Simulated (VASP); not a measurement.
# Cl (Im-3m) in VASP: further runs

Runs on Cl. Level: PBE. Tasks: single point.

All numbers are computed with VASP 6.6.1; they aren't measurements. Logs are shortened: lines on timing, memory, paths and dates and some standing lists are left out, and cuts for length are marked.

## 1. The cell of the first run

The structure is cubic, space group Im-3m (No. 229). The conventional cell has a = 3.500 Å, b = 3.500 Å, c = 3.500 Å, α = 90.00°, β = 90.00°, γ = 90.00°. Within 4.0 Å of Cl (site symmetry m-3m) lie 14 Cl at 3.03 to 3.50 Å.

## 2. Single point, PBE

Input file INCAR:

```
SYSTEM = Cl
ALGO = Normal
EDIFF = 1E-7
ENCUT = 520
GGA = PE
ISIF = 2
ISMEAR = -1
LASPH = .True.
LCHARG = .False.
LREAL = .False.
LWAVE = .False.
NBANDS = 10
NELM = 60
PREC = Accurate
SIGMA = 0.02
```

Input file KPOINTS:

```
k-points
0
Gamma
  10 10 10
  0 0 0
```

Input file POSCAR:

```
Cl
1.0
    1.7502401388      1.7502401388      1.7502401388
   -1.7502401388      1.7502401388      1.7502401388
   -1.7502401388     -1.7502401388      1.7502401388
Cl
1
Direct
    0.0000000000      0.0000000000      0.0000000000
```

Potentials or basis: VASP PAW PBE potentials, release 64 (Cl).

The run is started by

```bash
cat potpaw_PBE.64/Cl/POTCAR > POTCAR
mpirun -np 1 vasp_std > vasp.out
```

OUTCAR:

```text
SYSTEM = Cl
   EDIFF = 1E-7
   ENCUT = 520
   GGA = PE
   ISIF = 2
   ISMEAR = -1
   LASPH = .True.
   LREAL = .False.
   NELM = 60
   PREC = Accurate

 ion  position               nearest neighbor table
   1  0.000  0.000  0.000-

  LATTYP: Found a body centered cubic cell.
 ALAT       =     3.5004802776

  Lattice vectors:

 A1 = (   1.7502401388,  -1.7502401388,  -1.7502401388)
 A2 = (   1.7502401388,   1.7502401388,   1.7502401388)
 A3 = (  -1.7502401388,  -1.7502401388,   1.7502401388)

Analysis of symmetry for initial positions (statically):
=====================================================================
 Subroutine PRICEL returns:
 Original cell was already a primitive cell.

 Routine SETGRP: Setting up the symmetry group for a
 body centered cubic supercell.

 Subroutine GETGRP returns: Found 48 space group operations
 (whereof 48 operations were pure point group operations)
 out of a pool of 48 trial point group operations.

The static configuration has the point symmetry O_h .

Analysis of symmetry for dynamics (positions and initial velocities):
=====================================================================
 Subroutine PRICEL returns:
 Original cell was already a primitive cell.

 Routine SETGRP: Setting up the symmetry group for a
 body centered cubic supercell.

 Subroutine GETGRP returns: Found 48 space group operations
 (whereof 48 operations were pure point group operations)
 out of a pool of 48 trial point group operations.

The dynamic configuration has the point symmetry O_h .

 Subroutine INISYM returns: Found 48 space group operations
 (whereof 48 operations are pure point group operations),
 and found     1 'primitive' translations

----------------------------------------------------------------------------------------

                                     Primitive cell

  volume of cell :      21.4463

  direct lattice vectors                    reciprocal lattice vectors
     1.750240139  1.750240139  1.750240139     0.285675085  0.000000000  0.285675085
    -1.750240139  1.750240139  1.750240139    -0.285675085  0.285675085  0.000000000
    -1.750240139 -1.750240139  1.750240139     0.000000000 -0.285675085  0.285675085

  length of vectors
     3.031504846  3.031504846  3.031504846     0.404005579  0.404005579  0.404005579

  position of ions in fractional coordinates (direct lattice)
     0.000000000  0.000000000  0.000000000

  ion indices of the primitive-cell ions
   primitive index   ion index
                 1           1

----------------------------------------------------------------------------------------

 KPOINTS: k-points

Automatic generation of k-mesh.
 Grid dimensions read from file:
 generate k-points for:   10   10   10

 Generating k-lattice:

  Cartesian coordinates                     Fractional coordinates (reciprocal lattice)
     0.028567508  0.000000000  0.028567508     0.100000000  0.000000000  0.000000000
    -0.028567508  0.028567508  0.000000000     0.000000000  0.100000000  0.000000000
     0.000000000 -0.028567508  0.028567508     0.000000000  0.000000000  0.100000000

  Length of vectors
     0.040400558  0.040400558  0.040400558

  Shift w.r.t. Gamma in fractional coordinates (k-lattice)
     0.000000000  0.000000000  0.000000000

 Subroutine IBZKPT returns following result:
 ===========================================

 Found     47 irreducible k-points:

 Following reciprocal coordinates:
            Coordinates               Weight
  0.000000  0.000000  0.000000      1.000000
  0.100000  0.000000  0.000000     12.000000
  0.200000  0.000000  0.000000     12.000000
  0.300000  0.000000  0.000000     12.000000
  0.400000  0.000000  0.000000     12.000000
  0.500000  0.000000  0.000000      6.000000
[... 16 lines left out ...]
  0.100000  0.300000  0.100000      8.000000
  0.500000  0.300000  0.100000     24.000000
 [... further k-points ...]
   k-points           NKPTS =     47   k-points in BZ     NKDIM =     47   number of bands    NBANDS=     10
   number of dos      NEDOS =    301   number of ions     NIONS =      1
   total plane-waves  NPLWV =  13824
   dimension x,y,z NGX =    24 NGY =   24 NGZ =   24
   dimension x,y,z NGXF=    48 NGYF=   48 NGZF=   48
   ions per type =               1
   NGX,Y,Z   is equivalent  to a cutoff of  13.16, 13.16, 13.16 a.u.
   NGXF,Y,Z  is equivalent  to a cutoff of  26.32, 26.32, 26.32 a.u.
 SYSTEM =  Cl
   PREC   = accura    normal or accurate (medium, high low for compatibility)
   ISTART =      0    job   : 0-new  1-cont  2-samecut
   ICHARG =      2    charge: 1-file 2-atom 10-const
   ISPIN  =      1    spin polarized calculation?
   LNONCOLLINEAR =      F non collinear calculations
   LSORBIT =      F    spin-orbit coupling
   LASPH  =      T    aspherical Exc in radial PAW
   ENCUT  =  520.0 eV  38.22 Ry    6.18 a.u.   5.64  5.64  5.64*2*pi/ulx,y,z
   NELM   =     60;   NELMIN=  2; NELMDL= -5     # of ELM steps
   EDIFF  = 0.1E-06   stopping-criterion for ELM
   LREAL  =      F    real-space projection
   EDIFFG = 0.1E-05   stopping-criterion for IOM
   NSW    =      0    number of steps for IOM
   IBRION =     -1    ionic relax: 0-MD 1-quasi-New 2-CG
   NFREE  =      0    steps in history (QN), initial steepest desc. (CG)
   ISIF   =      2    stress and relaxation
   ISYM   =      2    0-nonsym 1-usesym 2-fastsym
   POTIM  = 0.5000    time-step for ionic-motion
   TEBEG  =    0.0;   TEEND  =   0.0 temperature during run
   PSTRESS=    0.0 pullay stress
   NELECT =       7.0000    total number of electrons
   NUPDOWN=      -1.0000    fix difference up-down
   EMIN   =  10.00;   EMAX   =-10.00  energy-range for DOS
   EFERMI =   0.00;   METHOD = LEGACY
   ISMEAR =    -1;   SIGMA  =   0.02  broadening in eV -4-tet -1-fermi 0-gaus
   EFERMI_NEDOS =   21; number of points for ismear=-14 and -15
   IALGO  =     38    algorithm
   IMIX   =      4    mixing-type and parameters
     AMIX     =   0.40;   BMIX     =  1.00
     AMIX_MAG =   1.60;   BMIX_MAG =  1.00
  volume/ion in A,a.u.               =      21.45       144.73
  Fermi-wavevector in a.u.,A,eV,Ry     =   1.127171  2.130045 17.286404  1.270515
  Thomas-Fermi vector in A             =   2.263856
   LORBIT       =      0    0 simple, 1 ext, 2 COOP (PROOUT), +10 PAW based schemes
   GGA     = PE    functional components
   LHFCALC =     F    Hartree Fock is set to
   AEXX    =    0.0000 exact exchange contribution
   IVDW    =     0    specifies the selected vdW correction
   LEPSILON=     F    determine dielectric tensor
   LRPA    =     F    only Hartree local field effects (RPA)
 non-spin polarized calculation
  energy-cutoff  :      520.00
  volume of cell :       21.45
 maximum number of plane-waves:       603
   NGX = 11   NGY = 11   NGZ = 11

 number of electron       6.9999998 magnetization

 Free energy of the ion-electron system (eV)
  ---------------------------------------------------
  ext. energy  EPLUGINS =         0.00000000
  ---------------------------------------------------
  free energy    TOTEN  =        -0.95158531 eV

  energy without entropy =       -0.94827779  energy(sigma->0) =       -0.94993155

 E-fermi :   1.6923     XC(G=0):  -9.4967

 val. band max:        1.6736822229   @ k =   0.3000   0.2000   0.1000
 cond. band min:       1.7064969399   @ k =  -0.4000   0.2000  -0.0000
 fundamental gap:      0.0328147170
 Fermi energy:         1.6922840559

 k-point     1 :       0.0000    0.0000    0.0000
  band No.  band energies     occupation
      1     -13.6345      2.00000
      2       2.3609      0.00000
      3       2.3609      0.00000
      4       2.3609      0.00000
      5      11.4301      0.00000
      6      15.8392      0.00000
      7      15.8392      0.00000
      8      15.8392      0.00000
      9      18.7018      0.00000
     10      18.7018      0.00000

 k-point     2 :       0.1000    0.0000    0.0000
  band No.  band energies     occupation
      1     -13.5068      2.00000
      2       1.7592      0.06800
      3       2.2011      0.00000
      4       2.3410      0.00000
      5      11.9857      0.00000
      6      15.3964      0.00000
      7      15.6298      0.00000
      8      16.3838      0.00000
      9      18.0444      0.00000
     10      18.6039      0.00000

 k-point     3 :       0.2000    0.0000    0.0000
  band No.  band energies     occupation
      1     -13.1485      2.00000
      2       0.3896      2.00000
      3       1.8156      0.00420
      4       2.2874      0.00000
      5      12.6039      0.00000
      6      14.4903      0.00000
      7      15.3754      0.00000
      8      17.9082      0.00000
      9      18.1087      0.00000
     10      18.5739      0.00000

 k-point     4 :       0.3000    0.0000    0.0000
  band No.  band energies     occupation
      1     -12.6450      2.00000
      2      -1.1020      2.00000
      3       1.3915      2.00000
      4       2.2185      0.00000
      5      11.8970      0.00000
      6      13.6432      0.00000
      7      16.5869      0.00000
      8      18.9308      0.00000
      9      19.0393      0.00000
     10      20.1622      0.00000

 k-point     5 :       0.4000    0.0000    0.0000
  band No.  band energies     occupation
      1     -12.1689      2.00000
      2      -2.2534      2.00000
      3       1.0814      2.00000
      4       2.1609      0.00000
      5      11.1311      0.00000
      6      13.0826      0.00000
      7      18.1438      0.00000
      8      19.7468      0.00000
      9      19.8324      0.00000
     10      22.7620      0.00000

 k-point     6 :       0.5000    0.0000    0.0000
  band No.  band energies     occupation
      1     -11.9644      2.00000
      2      -2.6949      2.00000
      3       0.9694      2.00000
      4       2.1386      0.00000
      5      10.8512      0.00000
      6      12.8890      0.00000
      7      19.2185      0.00000
      8      19.6605      0.00000
      9      20.5143      0.00000
     10      22.3710      0.00000

 k-point     7 :       0.2000    0.1000    0.0000
  band No.  band energies     occupation
      1     -13.2634      2.00000
      2       0.8288      2.00000
      3       1.9814      0.00000
      4       2.1946      0.00000
      5      12.7380      0.00000
      6      14.8948      0.00000
      7      14.9431      0.00000
      8      17.5134      0.00000
      9      17.5855      0.00000
     10      18.9939      0.00000

 k-point     8 :       0.3000    0.1000    0.0000
  band No.  band energies     occupation
      1     -12.8294      2.00000
      2      -0.4728      2.00000
      3       1.4757      1.99996
      4       2.0812      0.00000
      5      12.7532      0.00000
      6      14.0516      0.00000
      7      15.3068      0.00000
      8      17.7909      0.00000
      9      19.5236      0.00000
     10      19.6941      0.00000

 k-point     9 :       0.4000    0.1000    0.0000
  band No.  band energies     occupation
      1     -12.3292      2.00000
      2      -1.7037      2.00000
      3       0.9948      2.00000
      4       1.9924      0.00000
      5      11.9054      0.00000
      6      13.4824      0.00000
      7      16.6510      0.00000
      8      18.8201      0.00000
      9      20.2053      0.00000
     10      21.9944      0.00000
[... 118 lines left out ...]
 k-point    19 :       0.5000    0.1000    0.1000
  band No.  band energies     occupation
      1     -11.8787      2.00000
      2      -2.5496      2.00000
      3       0.7622      2.00000
      4       1.7797      0.02500
      5      11.2684      0.00000
      6      13.4937      0.00000
      7      16.9123      0.00000
      8      17.8648      0.00000
      9      22.5503      0.00000
     10      24.2175      0.00000

 k-point    20 :       0.3000    0.2000    0.1000
  band No.  band energies     occupation
      1     -12.6173      2.00000
      2      -0.5627      2.00000
      3       1.0777      2.00000
      4       1.6737      1.43419
      5      13.4465      0.00000
      6      13.6032      0.00000
      7      15.6623      0.00000
      8      16.5852      0.00000
      9      19.2054      0.00000
     10      21.1468      0.00000

 k-point    21 :       0.4000    0.2000    0.1000
  band No.  band energies     occupation
      1     -12.1458      2.00000
      2      -1.5533      2.00000
      3       0.5042      2.00000
      4       1.6209      1.94523
      5      12.4657      0.00000
      6      13.7078      0.00000
      7      15.5874      0.00000
      8      17.6411      0.00000
      9      20.7311      0.00000
     10      22.4751      0.00000

 k-point    22 :       0.5000    0.2000    0.1000
  band No.  band energies     occupation
      1     -11.8145      2.00000
      2      -2.2005      2.00000
      3       0.1840      2.00000
      4       1.6020      1.97832
      5      11.9116      0.00000
      6      13.9314      0.00000
      7      15.5185      0.00000
      8      17.6661      0.00000
      9      22.0643      0.00000
     10      24.6478      0.00000

 k-point    23 :       0.1000    0.3000    0.1000
  band No.  band energies     occupation
      1     -12.9348      2.00000
      2      -0.2252      2.00000
      3       1.8422      0.00111
      4       1.8422      0.00111
      5      13.6128      0.00000
      6      14.1277      0.00000
      7      14.1277      0.00000
      8      18.6492      0.00000
      9      18.6492      0.00000
     10      19.7925      0.00000

 k-point    24 :       0.5000    0.3000    0.1000
  band No.  band energies     occupation
      1     -11.7932      2.00000
      2      -1.8038      2.00000
      3      -0.4076      2.00000
      4       1.6081      1.97073
      5      12.9835      0.00000
      6      13.0092      0.00000
      7      15.2455      0.00000
      8      18.4330      0.00000
      9      20.6961      0.00000
     10      25.0797      0.00000

 [... further k-points ...]
[... 5 lines left out ...]
  --------------------------------------------------------------------------------------
  -------------------------------------------------------------------------------------
  Total       -0.0136304     -0.0136304     -0.0136304      0.0000000      0.0000000      0.0000000
  in kB       -1.0182798     -1.0182798     -1.0182798      0.0000000      0.0000000      0.0000000
  external PRESSURE =      -1.0182798 kB  Pullay stress =       0.0000000 kB

 VOLUME and BASIS-vectors are now :
 -----------------------------------------------------------------------------
  energy-cutoff  :      520.00
  volume of cell :       21.45
      direct lattice vectors                 reciprocal lattice vectors
     1.750240139  1.750240139  1.750240139     0.285675085  0.000000000  0.285675085
    -1.750240139  1.750240139  1.750240139    -0.285675085  0.285675085  0.000000000
    -1.750240139 -1.750240139  1.750240139     0.000000000 -0.285675085  0.285675085

 POSITION                                       TOTAL-FORCE (eV/Angst)
 -----------------------------------------------------------------------------------
      0.00000      0.00000      0.00000        -0.000000      0.000000      0.000000
 -----------------------------------------------------------------------------------
    total drift:                               -0.000000      0.000000     -0.000000

  FREE ENERGIE OF THE ION-ELECTRON SYSTEM (eV)
  ---------------------------------------------------
  free  energy   TOTEN  =        -0.9515853092 eV

  energy  without entropy=       -0.9482777890  energy(sigma->0) =       -0.94993155
```

Run time: 3.9 s. Hardware: 1 thread of Intel Xeon Platinum 8488C (Sapphire Rapids), shared host; peak memory 0.13 GiB.

Results:

```
Free energy : -0.9516 eV
Pressure    : -0.1 GPa
```

Levels at points of the mesh, in eV from the Fermi level:
```csv
k point,band 1,band 2,band 3,band 4,band 5,band 6,band 7,band 8,band 9
"(0.00, 0.00, 0.00)",-15.33,0.67,0.67,0.67,9.74,14.15,14.15,14.15,17.01
"(0.50, 0.00, 0.00)",-13.66,-4.39,-0.72,0.45,9.16,11.20,17.53,17.97,18.82
"(0.50, 0.50, 0.50)",-12.64,-2.44,-2.44,-2.44,7.89,7.89,21.30,21.30,21.30
```

Caveat: an odd number of electrons without spin polarisation forces a metal; a magnetic or distorted state may lie lower.

## 3. Single point, PBE

This run uses another cell than the first one, of 21.02 Å³/atom, 0.980 times its volume.

Input file INCAR:

```
PREC = Accurate
ENCUT = 520
EDIFF = 1E-6
ISMEAR = -1
SIGMA = 0.02
LREAL = F
LASPH = T
NELM = 80
ALGO = Normal
ISIF = 2
LWAVE = F
LCHARG = F
GGA = PE
NBANDS = 10
```

Input file KPOINTS:

```
regular mesh
0
Gamma
  10 10 10
```

Input file POSCAR:

```
Cl
1.0
    1.7384932067      1.7384932067      1.7384932067
   -1.7384932067      1.7384932067      1.7384932067
   -1.7384932067     -1.7384932067      1.7384932067
Cl
1
Direct
    0.0000000000      0.0000000000      0.0000000000
```

Potentials or basis: VASP PAW PBE potentials, release 64 (Cl).

The run is started by

```bash
cat potpaw_PBE.64/Cl/POTCAR > POTCAR
mpirun -np 1 vasp_std > vasp.out
```

OUTCAR:

```text
PREC = Accurate
   ENCUT = 520
   EDIFF = 1E-6
   ISMEAR = -1
   LREAL = F
   LASPH = T
   NELM = 80
   ISIF = 2
   GGA = PE

 ion  position               nearest neighbor table
   1  0.000  0.000  0.000-

  LATTYP: Found a body centered cubic cell.
 ALAT       =     3.4769864134

  Lattice vectors:

 A1 = (   1.7384932067,  -1.7384932067,  -1.7384932067)
 A2 = (   1.7384932067,   1.7384932067,   1.7384932067)
 A3 = (  -1.7384932067,  -1.7384932067,   1.7384932067)

Analysis of symmetry for initial positions (statically):
[... 481 lines left out ...]
      3      -0.2495      2.00000
      4       1.8437      1.96836
      5      13.2059      0.00000
      6      13.2377      0.00000
      7      15.5255      0.00000
      8      18.7328      0.00000
      9      21.0460      0.00000
     10      25.5347      0.00000

 [... further k-points ...]
[... 5 lines left out ...]
  --------------------------------------------------------------------------------------
  -------------------------------------------------------------------------------------
  Total        0.0757585      0.0757585      0.0757585      0.0000000      0.0000000      0.0000000
  in kB        5.7751463      5.7751463      5.7751463      0.0000000      0.0000000      0.0000000
  external PRESSURE =       5.7751463 kB  Pullay stress =       0.0000000 kB

 VOLUME and BASIS-vectors are now :
 -----------------------------------------------------------------------------
  energy-cutoff  :      520.00
  volume of cell :       21.02
      direct lattice vectors                 reciprocal lattice vectors
     1.738493207  1.738493207  1.738493207     0.287605380  0.000000000  0.287605380
    -1.738493207  1.738493207  1.738493207    -0.287605380  0.287605380  0.000000000
    -1.738493207 -1.738493207  1.738493207     0.000000000 -0.287605380  0.287605380

 POSITION                                       TOTAL-FORCE (eV/Angst)
 -----------------------------------------------------------------------------------
      0.00000      0.00000      0.00000         0.000000      0.000000      0.000000
 -----------------------------------------------------------------------------------
    total drift:                               -0.000000      0.000000      0.000000

  FREE ENERGIE OF THE ION-ELECTRON SYSTEM (eV)
  ---------------------------------------------------
  free  energy   TOTEN  =        -0.9507781021 eV

  energy  without entropy=       -0.9475627334  energy(sigma->0) =       -0.94917042
```

OSZICAR:

```text
N       E                     dE             d eps       ncg     rms          rms(c)
DAV:   1     0.187279565229E+02    0.18728E+02   -0.30471E+03   948   0.539E+02
DAV:   2    -0.304664672185E+00   -0.19033E+02   -0.18733E+02  1310   0.989E+01
DAV:   3    -0.946998591086E+00   -0.64233E+00   -0.62025E+00  1122   0.156E+01
DAV:   4    -0.949475771415E+00   -0.24772E-02   -0.24761E-02  1172   0.121E+00
DAV:   5    -0.949484255936E+00   -0.84845E-05   -0.84841E-05  1140   0.670E-02    0.368E+00
DAV:   6    -0.950095267509E+00   -0.61101E-03   -0.80198E-04  1118   0.169E-01    0.224E+00
DAV:   7    -0.950780151834E+00   -0.68488E-03   -0.12442E-03  1062   0.227E-01    0.557E-02
DAV:   8    -0.950775718054E+00    0.44338E-05   -0.81257E-05  1072   0.491E-02    0.787E-03
DAV:   9    -0.950777552453E+00   -0.18344E-05   -0.17628E-06  1078   0.989E-03    0.306E-03
DAV:  10    -0.950778102102E+00   -0.54965E-06   -0.68968E-07  1014   0.578E-03
   1 F= -.95077810E+00 E0= -.94917042E+00  d E =-.321537E-02
```

It took 3.5 s on 1 thread of Intel Xeon Platinum 8488C (Sapphire Rapids), shared host; peak memory 0.13 GiB.

Results:

```
Free energy : -0.9508 eV
Pressure    : 0.6 GPa
```

Caveat: an odd number of electrons without spin polarisation forces a metal; a magnetic or distorted state may lie lower.
